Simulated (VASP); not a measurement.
The system is NaI.

```
Na I
1.0
     0.00000    3.23640    3.23640
     3.23640    0.00000    3.23640
     3.23640    3.23640    0.00000
Na I
1 1
Cartesian
  0.0000 0.0000 0.0000
  3.2364 3.2364 3.2364
```

* Program: VASP 6.6.1
* Task: relaxation of cell and atoms
* Functional: LDA
* Potentials or basis: VASP PAW LDA potentials, release 64 (Na_pv, I)
* Cutoff: 600 eV
* k mesh: 3 × 3 × 3
* Occupations: gaussian, width 0.01 eV
* Spin: no spin polarisation

At the start: pressure -1.3 GPa; volume 33.90 Å³/atom.

**Question.** Where does the relaxation end?

**Answer.** Over 3 steps the energy falls by 10.4 meV/atom and the volume is 31.62 Å³/atom (-6.7 %); space group Fm-3m (No. 225, to 0.05 Å).

Step by step:
```
step  energy change (eV)  largest force (eV/Å)  pressure (GPa)  volume (Å³)
   1              0.0000                0.0000           -1.26        67.80
   2             -0.0159                0.0000           -0.67        65.22
   3             -0.0209                0.0000           -0.12        63.23
```

Final structure:
```yaml
crystal:
  lattice:
    - [0.00000, 3.16208, 3.16208]
    - [3.16208, 0.00000, 3.16208]
    - [3.16208, 3.16208, 0.00000]
  atoms:
    - { symbol: Na, position: [0.00000, 0.00000, 0.00000] }
    - { symbol: I, position: [0.50000, 0.50000, 0.50000] }
```

Caveat: the k points lie up to 0.57 Å⁻¹ apart in the final cell.
